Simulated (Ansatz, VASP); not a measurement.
# K: VASP beside Ansatz

```
K
1.0
    -2.10083    2.10083    2.10083
     2.10083   -2.10083    2.10083
     2.10083    2.10083   -2.10083
K
1
Cartesian
  0.0000 0.0000 0.0000
```

Change from the starting cell: volume scaled by 0.52, LAPW.

Alike in both runs: task single point; functional PBEsol; k mesh 12 × 12 × 12; occupations fermi-dirac, width 0.05 eV; no spin polarisation.

```csv
,VASP,Ansatz
version,VASP 6.6.1,Ansatz 0.2.0
potentials or method,"VASP PAW PBE potentials, release 64 (K_sv), cutoff 520 eV","all-electron LAPW, scalar-relativistic"
```

```tsv
	VASP	Ansatz	Ansatz less VASP
pressure (GPa)	8.0	8.0	+0.01
```

VASP's potentials were made for PBE, not for PBEsol. Ansatz ran all-electron here, and VASP with PAW potentials.
